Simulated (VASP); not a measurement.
A run of VASP 6.6.1 is set up as follows.

Contents of INCAR:

```
PREC = Accurate
ENCUT = 520
EDIFF = 1E-7
ISMEAR = -4
SIGMA = 0.1
LREAL = F
LASPH = T
NELM = 100
ALGO = Normal
ISIF = 2
LWAVE = F
LCHARG = F
GGA = CA
NBANDS = 35
ISYM = 0
```

File KPOINTS:

```
Automatic mesh
0
Gamma
  5 5 2
```

POSCAR

```
MoS2
1.0
    1.5407760000      2.6982120000      0.0498490000
   -1.5595430000      2.7090480000      0.0136230000
    0.1414520000      0.1430920000     12.1071950000
Mo S
2 4
Direct
    0.3638614980      0.3120609760      0.2536156939
    0.6615945668      0.6694228055      0.7484561557
    0.3183117502      0.3513692655      0.6102661908
    0.6619704816      0.6764624064      0.1245085246
    0.2897297318      0.3313504680      0.8785078026
    0.6147262941      0.6679634067      0.3835798336
```

Potentials or basis: VASP PAW LDA potentials, release 64 (Mo_sv, S).

The run is started by

```console
$ cat potpaw_LDA.64/Mo_sv/POTCAR potpaw_LDA.64/S/POTCAR > POTCAR
$ mpirun -np 1 vasp_std > vasp.out
```

**Question.** What does it give for the largest force?

**Answer.** 3.105 eV/Å.

**Question.** What does it give for the band gap on the k mesh?

**Answer.** 0.71 eV, indirect (least direct gap 1.49 eV).

**Question.** Predict the pressure.

**Answer.** -1.7 GPa.

Forces on the atoms (eV/Å):
```
Mo  -2.614 -1.676 -0.014
Mo  -0.816 -1.038 -1.303
S    0.599  0.215  1.761
S    1.429  0.410 -0.134
S    0.233  0.792 -0.350
S    1.169  1.297  0.040
```

Caveat: the k points lie up to 0.47 Å⁻¹ apart; forces of over 1 eV/Å act on the atoms, so gaps and moduli don't describe the material at rest. A k mesh can miss the band edges.
